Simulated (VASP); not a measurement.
# Co2Ru (P-6m2) in VASP: further runs

Runs on Co2Ru. Level: PBE. Tasks: single point, relaxation of cell and atoms.

Everything below comes from runs of VASP 6.6.1. Logs are shortened: lines on timing, memory, paths and dates and some standing lists are left out, and cuts for length are marked.

## (1) The cell of the first run

The structure is hexagonal, space group P-6m2 (No. 187). The conventional cell has a = 2.610 Å, b = 2.610 Å, c = 12.132 Å, α = 90.00°, β = 90.00°, γ = 120.00°. Co (site symmetry 3m) has 9 Co at 2.47 to 2.61 Å and 3 Ru at 2.53 Å within 3.3 Å. Within 3.4 Å of Co (site symmetry -6m2) lie 6 Ru at 2.56 Å and 6 Co at 2.61 Å. Co (site symmetry -6m2) has 12 Co at 2.47 to 2.61 Å within 3.3 Å. Ru (site symmetry 3m) has 6 Co at 2.53 to 2.56 Å and 6 Ru at 2.61 Å within 3.3 Å.

## (2) Single point, PBE, collinear spin, antiferromagnetic start

Input file INCAR:

```
SYSTEM = Co2Ru
PREC     = Accurate       ! precision mode
ENCUT    = 520            ! plane-wave cutoff, eV
EDIFF    = 1E-7           ! SCF threshold, eV
ISMEAR   = 0              ! smearing method
SIGMA    = 0.1            ! smearing width, eV
LREAL    = .False.        ! projectors in reciprocal space
LASPH    = .True.         ! aspherical terms in the spheres
NELM     = 150            ! most SCF steps
ALGO     = Normal         ! electronic algorithm
ISIF     = 2              ! what is computed and relaxed
LWAVE    = .False.        ! write WAVECAR
LCHARG   = .False.        ! write CHGCAR
ISPIN    = 2              ! spin polarisation
MAGMOM   = -3 -3 3 3 0 0  ! initial moments
LORBIT   = 11             ! projections on sites
LMAXMIX  = 4              ! l up to which the mixer works
GGA      = PE             ! functional
NBANDS   = 45             ! bands
```

Input file KPOINTS:

```
regular mesh
0
Gamma
  6 6 2
  0 0 0
```

Input file POSCAR:

```
Co2Ru
1.0
    2.6101351400      0.0000000000      0.0000000000
   -1.3050675700      2.2604433385      0.0000000000
    0.0000000000      0.0000000000     12.1319267900
Co Ru
4 2
Direct
    0.3333333333      0.6666666667      0.8382995420
    0.3333333333      0.6666666667      0.1617004580
    0.3333333333      0.6666666667      0.5000000000
    0.6666666667      0.3333333333      0.0000000000
    0.6666666667      0.3333333333      0.3294434967
    0.6666666667      0.3333333333      0.6705565033
```

Potentials or basis: VASP PAW PBE potentials, release 64 (Co, Ru_pv).

Started as:

```
$ cat potpaw_PBE.64/Co/POTCAR potpaw_PBE.64/Ru_pv/POTCAR > POTCAR
$ mpirun -np 1 vasp_std > vasp.out
```

OUTCAR:

```text
SYSTEM = Co2Ru
   PREC = Accurate
   ENCUT = 520
   EDIFF = 1E-7
   ISMEAR = 0
   LREAL = .False.
   LASPH = .True.
   NELM = 150
   ISIF = 2
   ISPIN = 2
   LORBIT = 11
   GGA = PE

 ion  position               nearest neighbor table
   1  0.333  0.667  0.838-   4 2.47   4 2.47   4 2.47   6 2.53   6 2.53   6 2.53
   2  0.333  0.667  0.162-   4 2.47   4 2.47   4 2.47   5 2.53   5 2.53   5 2.53
   3  0.333  0.667  0.500-   5 2.56   6 2.56   5 2.56   6 2.56   5 2.56   6 2.56
   4  0.667  0.333  0.000-   1 2.47   2 2.47   1 2.47   2 2.47   1 2.47   2 2.47
   5  0.667  0.333  0.329-   2 2.53   2 2.53   2 2.53   3 2.56   3 2.56   3 2.56
   6  0.667  0.333  0.671-   1 2.53   1 2.53   1 2.53   3 2.56   3 2.56   3 2.56

  LATTYP: Found a hexagonal cell.
 ALAT       =     2.6101351400
 C/A-ratio  =     4.6480071488

  Lattice vectors:

 A1 = (   2.6101351400,   0.0000000000,   0.0000000000)
 A2 = (  -1.3050675700,   2.2604433385,   0.0000000000)
 A3 = (   0.0000000000,   0.0000000000,  12.1319267900)

Analysis of symmetry for initial positions (statically):
=====================================================================
 Subroutine PRICEL returns:
 Original cell was already a primitive cell.

 Routine SETGRP: Setting up the symmetry group for a
 hexagonal supercell.

 Subroutine GETGRP returns: Found 12 space group operations
 (whereof 12 operations were pure point group operations)
 out of a pool of 24 trial point group operations.

The static configuration has the point symmetry D_3h.

Analysis of symmetry for dynamics (positions and initial velocities):
=====================================================================
 Subroutine PRICEL returns:
 Original cell was already a primitive cell.

 Routine SETGRP: Setting up the symmetry group for a
 hexagonal supercell.

 Subroutine GETGRP returns: Found 12 space group operations
 (whereof 12 operations were pure point group operations)
 out of a pool of 24 trial point group operations.

The dynamic configuration has the point symmetry D_3h.

Analysis of structural, dynamic, and magnetic symmetry:
=====================================================================
 Subroutine PRICEL returns:
 Original cell was already a primitive cell.

 Routine SETGRP: Setting up the symmetry group for a
 hexagonal supercell.

 Subroutine GETGRP returns: Found 12 space group operations
 (whereof 12 operations were pure point group operations)
 out of a pool of 24 trial point group operations.

The overall configuration has the point symmetry D_3h.

 Subroutine INISYM returns: Found 12 space group operations
 (whereof 12 operations are pure point group operations),
 and found     1 'primitive' translations

----------------------------------------------------------------------------------------

                                     Primitive cell

  volume of cell :      71.5791

  direct lattice vectors                    reciprocal lattice vectors
     2.610135140  0.000000000  0.000000000     0.383121925  0.221195547  0.000000000
    -1.305067570  2.260443339  0.000000000     0.000000000  0.442391093  0.000000000
     0.000000000  0.000000000 12.131926790     0.000000000  0.000000000  0.082427138

  length of vectors
     2.610135140  2.610135140 12.131926790     0.442391093  0.442391093  0.082427138

  position of ions in fractional coordinates (direct lattice)
     0.333333333  0.666666667  0.838299542
     0.333333333  0.666666667  0.161700458
     0.333333333  0.666666667  0.500000000
     0.666666667  0.333333333  0.000000000
     0.666666667  0.333333333  0.329443497
     0.666666667  0.333333333  0.670556503

  ion indices of the primitive-cell ions
   primitive index   ion index
                 1           1
                 2           2
                 3           3
                 4           4
                 5           5
                 6           6

----------------------------------------------------------------------------------------
[... 37 lines left out ...]
  0.500000  0.000000  0.500000      3.000000
  0.166667  0.166667  0.500000      6.000000
  0.333333  0.166667  0.500000     12.000000
  0.333333  0.333333  0.500000      2.000000
   k-points           NKPTS =     14   k-points in BZ     NKDIM =     14   number of bands    NBANDS=     45
   number of dos      NEDOS =    301   number of ions     NIONS =      6
   total plane-waves  NPLWV =  36000
   dimension x,y,z NGX =    20 NGY =   20 NGZ =   90
   dimension x,y,z NGXF=    40 NGYF=   40 NGZF=  180
   ions per type =               4   2
   NGX,Y,Z   is equivalent  to a cutoff of  12.74, 12.74, 12.33 a.u.
   NGXF,Y,Z  is equivalent  to a cutoff of  25.48, 25.48, 24.67 a.u.
 SYSTEM =  Co2Ru
   PREC   = accura    normal or accurate (medium, high low for compatibility)
   ISTART =      0    job   : 0-new  1-cont  2-samecut
   ICHARG =      2    charge: 1-file 2-atom 10-const
   ISPIN  =      2    spin polarized calculation?
   LNONCOLLINEAR =      F non collinear calculations
   LSORBIT =      F    spin-orbit coupling
   LASPH  =      T    aspherical Exc in radial PAW
   ENCUT  =  520.0 eV  38.22 Ry    6.18 a.u.   4.85  4.85 22.56*2*pi/ulx,y,z
   NELM   =    150;   NELMIN=  2; NELMDL= -5     # of ELM steps
   EDIFF  = 0.1E-06   stopping-criterion for ELM
   LREAL  =      F    real-space projection
   EDIFFG = 0.1E-05   stopping-criterion for IOM
   NSW    =      0    number of steps for IOM
   IBRION =     -1    ionic relax: 0-MD 1-quasi-New 2-CG
   NFREE  =      0    steps in history (QN), initial steepest desc. (CG)
   ISIF   =      2    stress and relaxation
   ISYM   =      2    0-nonsym 1-usesym 2-fastsym
   POTIM  = 0.5000    time-step for ionic-motion
   TEBEG  =    0.0;   TEEND  =   0.0 temperature during run
   PSTRESS=    0.0 pullay stress
   NELECT =      64.0000    total number of electrons
   NUPDOWN=      -1.0000    fix difference up-down
   EMIN   =  10.00;   EMAX   =-10.00  energy-range for DOS
   EFERMI =   0.00;   METHOD = LEGACY
   ISMEAR =     0;   SIGMA  =   0.10  broadening in eV -4-tet -1-fermi 0-gaus
   EFERMI_NEDOS =   21; number of points for ismear=-14 and -15
   IALGO  =     38    algorithm
   IMIX   =      4    mixing-type and parameters
     AMIX     =   0.40;   BMIX     =  1.00
     AMIX_MAG =   1.60;   BMIX_MAG =  1.00
  volume/ion in A,a.u.               =      11.93        80.51
  Fermi-wavevector in a.u.,A,eV,Ry     =   1.577149  2.980379 33.843112  2.487399
  Thomas-Fermi vector in A             =   2.677875
   LORBIT       =     11    0 simple, 1 ext, 2 COOP (PROOUT), +10 PAW based schemes
   GGA     = PE    functional components
   LHFCALC =     F    Hartree Fock is set to
   AEXX    =    0.0000 exact exchange contribution
   IVDW    =     0    specifies the selected vdW correction
   LEPSILON=     F    determine dielectric tensor
   LRPA    =     F    only Hartree local field effects (RPA)
 spin polarized calculation
 Gauss-broadening in eV      SIGMA  =   0.10
  energy-cutoff  :      520.00
  volume of cell :       71.58
 maximum number of plane-waves:      1971
 NGX is ok and might be reduce to    20
   NGX =  9   NGY =  9   NGZ = 45

 number of electron      63.9999991 magnetization       0.0135228

 number of electron      63.9999993 magnetization      -3.1765571

 Free energy of the ion-electron system (eV)
  ---------------------------------------------------
  ext. energy  EPLUGINS =         0.00000000
  ---------------------------------------------------
  free energy    TOTEN  =       -45.93781427 eV

  energy without entropy =      -45.91513901  energy(sigma->0) =      -45.92647664

 E-fermi :  11.0980     XC(G=0): -13.5791

 val. band max:       11.0737780596   @ k =   0.5000   0.0000   0.5000
 cond. band min:      11.1132000633   @ k =   0.0000   0.0000   0.0000
 fundamental gap:      0.0394220037
 Fermi energy:        11.0979970967

 spin component 1

 k-point     1 :       0.0000    0.0000    0.0000
  band No.  band energies     occupation
      1     -31.9989      1.00000
      2     -31.9930      1.00000
      3     -31.4467      1.00000
      4     -31.4467      1.00000
      5     -31.4466      1.00000
      6     -31.4466      1.00000
[... 647 lines left out ...]
     43      17.9111      0.00000
     44      18.9042      0.00000
 Fermi energy:        11.0979970967

 spin component 2

 k-point     1 :       0.0000    0.0000    0.0000
  band No.  band energies     occupation
      1     -32.0001      1.00000
      2     -31.9940      1.00000
      3     -31.4498      1.00000
      4     -31.4498      1.00000
      5     -31.4497      1.00000
      6     -31.4497      1.00000
[... 647 lines left out ...]
     43      17.9267      0.00000
     44      18.7633      0.00000
 [bands above 44 left out]

------------------------ aborting loop because EDIFF is reached ----------------------------------------

  FORCE on cell =-STRESS in cart. coord.  units (eV):
  Direction    XX          YY          ZZ          XY          YZ          ZX
  --------------------------------------------------------------------------------------
  -------------------------------------------------------------------------------------
  Total        0.2617948      0.2617948      0.7192065      0.0000000      0.0000000      0.0000000
  in kB        5.8598317      5.8598317     16.0982177      0.0000000      0.0000000      0.0000000
  external PRESSURE =       9.2726270 kB  Pullay stress =       0.0000000 kB

 VOLUME and BASIS-vectors are now :
 -----------------------------------------------------------------------------
  energy-cutoff  :      520.00
  volume of cell :       71.58
      direct lattice vectors                 reciprocal lattice vectors
     2.610135140  0.000000000  0.000000000     0.383121925  0.221195547  0.000000000
    -1.305067570  2.260443339  0.000000000     0.000000000  0.442391093  0.000000000
     0.000000000  0.000000000 12.131926790     0.000000000  0.000000000  0.082427138

 POSITION                                       TOTAL-FORCE (eV/Angst)
 -----------------------------------------------------------------------------------
     -0.00000      1.50696     10.17019        -0.000000      0.000000      0.275809
     -0.00000      1.50696      1.96174        -0.000000      0.000000     -0.275809
     -0.00000      1.50696      6.06596         0.000000      0.000000     -0.000000
      1.30507      0.75348      0.00000        -0.000000      0.000000     -0.000000
      1.30507      0.75348      3.99678         0.000000     -0.000000      0.371915
      1.30507      0.75348      8.13514         0.000000      0.000000     -0.371915
 -----------------------------------------------------------------------------------
    total drift:                               -0.000000      0.000000      0.000000

  FREE ENERGIE OF THE ION-ELECTRON SYSTEM (eV)
  ---------------------------------------------------
  free  energy   TOTEN  =       -45.9378142691 eV

  energy  without entropy=      -45.9151390126  energy(sigma->0) =      -45.92647664

 total charge

# of ion       s       p       d       tot
------------------------------------------
    1        0.470   0.498   7.256   8.225
    2        0.470   0.498   7.256   8.225
    3        0.471   0.509   7.264   8.244
    4        0.464   0.469   7.232   8.165
    5        0.430   6.328   5.990  12.749
    6        0.430   6.328   5.990  12.749
--------------------------------------------------
tot          2.737  14.631  40.989  58.357

 magnetization (x)

# of ion       s       p       d       tot
------------------------------------------
    1        0.007   0.033  -1.495  -1.455
    2        0.007   0.033  -1.495  -1.455
    3        0.003  -0.013   1.317   1.306
    4        0.011   0.048  -1.687  -1.628
    5        0.001  -0.000  -0.002  -0.001
    6        0.001  -0.000  -0.002  -0.001
--------------------------------------------------
tot          0.030   0.100  -3.365  -3.235
```

It took 2.6 min on 1 thread of AMD EPYC 9R45 (Zen 5), shared host; peak memory 0.22 GiB.

Results:

| Item | Value |
| --- | --- |
| Free energy | -45.9378 eV |
| Pressure | 0.9 GPa |
| Largest force | 0.372 eV/Å |
| Net moment | -3.18 μB per cell |
| Site moments | Co -1.46, +1.31, -1.63 (each value once); Ru -0.00 μB |
| Valence electrons inside the program's atomic spheres | Co 8.22, 8.24, 8.16 (each value once); Ru 12.75 |

Forces in eV/Å, atoms in the order of the input:
```
Co   0.000  0.000  0.276
Co   0.000  0.000 -0.276
Co   0.000  0.000  0.000
Co   0.000  0.000  0.000
Ru   0.000  0.000  0.372
Ru   0.000  0.000 -0.372
```

Stress tensor (GPa, compression positive):
```
0.59 0.00 0.00
0.00 0.59 0.00
0.00 0.00 1.61
```

Caveat: the k points lie up to 0.46 Å⁻¹ apart.

## (3) Relaxation of cell and atoms, PBE, collinear spin, antiferromagnetic start

This run uses another cell than the first one, of 11.43 Å³/atom.

Input file INCAR:

```
SYSTEM = Co2Ru
  PREC = Accurate
  ENCUT = 600
  EDIFF = 1E-6
  ISMEAR = 0
  SIGMA = 0.1
  LREAL = .FALSE.
  LASPH = .TRUE.
  NELM = 150
  ALGO = Normal
  ISIF = 3
  LWAVE = .FALSE.
  LCHARG = .FALSE.
  ISPIN = 2
  MAGMOM = -3 -3 3 3 0 0
  LORBIT = 11
  LMAXMIX = 4
  GGA = PE
  IBRION = 2
  NSW = 90
  EDIFFG = -0.04
```

Input file KPOINTS:

```
Automatic mesh
0
G
  6 6 2
  0 0 0
```

Input file POSCAR:

```
Co2Ru
1.0
    2.5364743800      0.0000000000      0.0000000000
   -1.2682371900      2.1966512500      0.0000000000
    0.0000000000      0.0000000000     12.3106009500
Co Ru
4 2
Direct
    0.3333333300      0.6666666700      0.8333333300
    0.3333333300      0.6666666700      0.1666666700
    0.3333333300      0.6666666700      0.5000000000
    0.6666666700      0.3333333300      0.0000000000
    0.6666666700      0.3333333300      0.3333333300
    0.6666666700      0.3333333300      0.6666666700
```

Potentials or basis: VASP PAW PBE potentials, release 64 (Co, Ru_pv).

Started as:

```
$ cat potpaw_PBE.64/Co/POTCAR potpaw_PBE.64/Ru_pv/POTCAR > POTCAR
$ mpirun -np 1 vasp_std > vasp.out
```

It took 14 min on 1 thread of AMD EPYC 9R45 (Zen 5), shared host; peak memory 0.24 GiB.

Results (log left out):

- Free energy: -45.9463 eV
- Relaxed volume: 11.97 Å³/atom
- Relaxed cell: a = 2.609 Å, b = 2.609 Å, c = 12.181 Å, α = 90.00°, β = 90.00°, γ = 120.00°
- Space group after relaxing (to 0.1 Å): P-6m2 (No. 187)
- Energy gained by relaxing: 44.9 meV/atom
- Ionic steps: 11
- Pressure after relaxing: -0.1 GPa
- Largest force after relaxing: 0.030 eV/Å
- Net moment: -3.21 μB per cell
- Site moments: Co -1.48, +1.29, -1.62 (each value once); Ru +0.01 μB
- Valence electrons inside the program's atomic spheres: Co 8.20, 8.26, 8.17 (each value once); Ru 12.74

Forces on the atoms (eV/Å):
```
Co   0.000  0.000  0.010
Co   0.000  0.000 -0.010
Co   0.000  0.000  0.000
Co   0.000  0.000  0.000
Ru   0.000  0.000  0.030
Ru   0.000  0.000 -0.030
```

Stress tensor (GPa, compression positive):
```
-0.02  0.00  0.00
 0.00 -0.02  0.00
 0.00  0.00 -0.27
```

Step by step:
| step | energy change (eV) | largest force (eV/Å) | pressure (GPa) | volume (Å³) |
| --- | --- | --- | --- | --- |
| 1 | 0.0000 | 0.8078 | 13.82 | 68.59 |
| 2 | 0.1667 | 0.2045 | -17.11 | 78.78 |
| 3 | -0.2117 | 0.4249 | -1.94 | 72.67 |
| 4 | -0.2559 | 0.2781 | 0.28 | 71.91 |
| 5 | -0.2562 | 0.2703 | 0.10 | 71.87 |
| 6 | -0.2564 | 0.2536 | 0.29 | 71.81 |
| 7 | -0.2648 | 0.1354 | -0.08 | 71.86 |
| 8 | -0.2682 | 0.1059 | -0.46 | 71.92 |
| 9 | -0.2686 | 0.0123 | 0.83 | 71.54 |
| 10 | -0.2690 | 0.0482 | 0.35 | 71.70 |
| 11 | -0.2692 | 0.0303 | -0.10 | 71.83 |

Final structure:
```
Co Ru
1.0
     2.60939    0.00000    0.00000
    -1.30469    2.25980    0.00000
     0.00000    0.00000   12.18147
Co Ru
4 2
Direct
  0.33333 0.66667 0.83913
  0.33333 0.66667 0.16087
  0.33333 0.66667 0.50000
  0.66667 0.33333 0.00000
  0.66667 0.33333 0.33113
  0.66667 0.33333 0.66887
```

Levels at points of the mesh, in eV from the Fermi level:
Spin up:
```csv
k point,band 26,band 27,band 28,band 29,band 30,band 31,band 32,band 33,band 34,band 35
"(0.00, 0.00, 0.00)",-1.16,-1.16,-1.15,-0.79,-0.79,-0.77,-0.37,-0.37,0.05,0.05
"(0.50, 0.00, 0.00)",-0.54,-0.09,0.30,0.62,0.79,0.84,0.98,1.01,1.11,1.16
"(0.00, 0.00, 0.50)",-1.11,-1.11,-0.80,-0.80,-0.79,-0.47,-0.47,-0.27,-0.14,0.14
"(0.50, 0.00, 0.50)",-0.52,-0.51,-0.02,0.45,0.65,0.81,0.85,1.00,1.01,1.73
```
Spin down:
| k point | band 30 | band 31 | band 32 | band 33 | band 34 | band 35 | band 36 | band 37 |
| --- | --- | --- | --- | --- | --- | --- | --- | --- |
| (0.00, 0.00, 0.00) | -1.34 | -1.34 | -1.21 | -1.21 | -0.99 | -0.99 | -0.40 | -0.40 |
| (0.50, 0.00, 0.00) | -0.30 | 0.06 | 0.30 | 0.63 | 0.83 | 0.88 | 1.53 | 2.19 |
| (0.00, 0.00, 0.50) | -1.39 | -1.27 | -1.27 | -0.93 | -0.93 | -0.42 | -0.40 | -0.40 |
| (0.50, 0.00, 0.50) | -0.39 | -0.20 | -0.15 | 0.64 | 0.84 | 1.41 | 1.63 | 2.12 |

Caveat: the k points lie up to 0.46 Å⁻¹ apart in the final cell; the highest band is partly filled, so the run has too few bands.
